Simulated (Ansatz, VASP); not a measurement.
## One calculation of HfO2, two programs

```xyz
3
Lattice="0.0000 2.4599 2.5292 2.5292 0.0000 2.5292 2.5292 2.4599 0.0000" Properties=species:S:1:pos:R:3 pbc="T T T"
Hf    0.0000    0.0000    0.0000
O     1.2646    1.2299    1.2646
O     3.7938    3.6898    3.7938
```

Change from the starting cell: uniaxial_y strain -2.7%.

Alike in both runs: task single point; functional HSE06; k mesh 6 × 6 × 6; no spin polarisation.

```csv
,VASP,Ansatz
version,VASP 6.6.1,Ansatz 0.2.0
potentials or method,"VASP PAW PBE potentials, release 64 (Hf_pv, O)","plane waves, PAW"
plane-wave cutoff (eV),520,420
occupations,"gaussian, width 0.01 eV",fixed
valence electrons in the cell,22,38
```

```tsv
	VASP	Ansatz	Ansatz less VASP
gap on the k mesh at the Fermi level (eV)	5.18	5.25	+0.068
pressure (GPa)	2.4	7.6	+5.24
traceless stress, the component that is largest in VASP (GPa)	9.60	9.41	-0.186
```

One of these differences is far larger than is usual between the two programs; its cause wasn't traced. VASP's potentials hold 22 valence electrons a cell and Ansatz's 38, so a difference there can come from the potentials and not from the codes. Ansatz's warnings: stress exchange threshold loose, stress scf threshold loose.

Spin-orbit coupling is off throughout.
